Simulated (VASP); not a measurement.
Crystal: SiO2.

```
Si O
1.0
     4.95010    0.00000    0.00000
     0.00000    4.95010    0.00000
     0.00000    0.00000    6.87600
Si O
4 8
Direct
  0.30270 0.30270 0.00000
  0.19730 0.80270 0.25000
  0.69730 0.69730 0.50000
  0.80270 0.19730 0.75000
  0.23880 0.10860 0.18170
  0.39140 0.73880 0.43170
  0.76120 0.89140 0.68170
  0.60860 0.26120 0.93170
  0.73880 0.39140 0.56830
  0.89140 0.76120 0.31830
  0.26120 0.60860 0.06830
  0.10860 0.23880 0.81830
```

```yaml
Program: VASP 6.6.1
Task: relaxation of the atoms
Functional: PBE
Potentials_or_basis: VASP PAW PBE potentials, release 64 (Si, O)
Cutoff: 520 eV
k_mesh: 5 × 5 × 4
Occupations: fermi-dirac, width 0.02 eV
Spin: no spin polarisation
```

At the start: pressure 8.2 GPa; volume 14.04 Å³/atom.

Task: Where does the relaxation end?

Result: Over 19 steps the energy falls by 12.1 meV/atom; space group P4_12_12 (No. 92, to 0.1 Å) before and after.

Step by step:
| step | energy change (eV) | largest force (eV/Å) | pressure (GPa) |
| --- | --- | --- | --- |
| 1 | 0.0000 | 0.5132 | 8.19 |
| 2 | -0.0398 | 0.7967 | 6.30 |
| 3 | -0.0432 | 0.5767 | 6.69 |
| 4 | -0.0785 | 0.4779 | 5.61 |
| 5 | -0.1162 | 0.2582 | 2.88 |
| 6 | -0.1215 | 0.1849 | 2.84 |
| 7 | -0.1318 | 0.2143 | 2.74 |
| 8 | -0.1277 | 0.4772 | 2.52 |
| 9 | -0.1342 | 0.2821 | 2.66 |
| 10 | -0.1373 | 0.2183 | 2.61 |
| 11 | -0.1420 | 0.0714 | 2.47 |
| 12 | -0.1420 | 0.0738 | 2.45 |
| 13 | -0.1424 | 0.0695 | 2.40 |
| 14 | -0.1432 | 0.0566 | 2.26 |
| 15 | -0.1444 | 0.0313 | 1.97 |
| 16 | -0.1445 | 0.0387 | 1.39 |
| 17 | -0.1448 | 0.0287 | 1.64 |
| 18 | -0.1448 | 0.0271 | 1.62 |
| 19 | -0.1448 | 0.0108 | 1.63 |

Final structure:
```cif
data_structure
_symmetry_space_group_name_H-M 'P 1'
_symmetry_Int_Tables_number 1
_cell_length_a 4.9501
_cell_length_b 4.9501
_cell_length_c 6.8760
_cell_angle_alpha 90.000
_cell_angle_beta 90.000
_cell_angle_gamma 90.000
_cell_volume 168.49
loop_
_atom_site_label
_atom_site_type_symbol
_atom_site_fract_x
_atom_site_fract_y
_atom_site_fract_z
_atom_site_occupancy
Si1 Si 0.30802 0.30802 0.00000 1
Si2 Si 0.19198 0.80802 0.25000 1
Si3 Si 0.69198 0.69198 0.50000 1
Si4 Si 0.80802 0.19198 0.75000 1
O1 O 0.23572 0.12161 0.18769 1
O2 O 0.37839 0.73572 0.43769 1
O3 O 0.76428 0.87839 0.68769 1
O4 O 0.62161 0.26428 0.93769 1
O5 O 0.73572 0.37839 0.56231 1
O6 O 0.87839 0.76428 0.31231 1
O7 O 0.26428 0.62161 0.06231 1
O8 O 0.12161 0.23572 0.81231 1
```
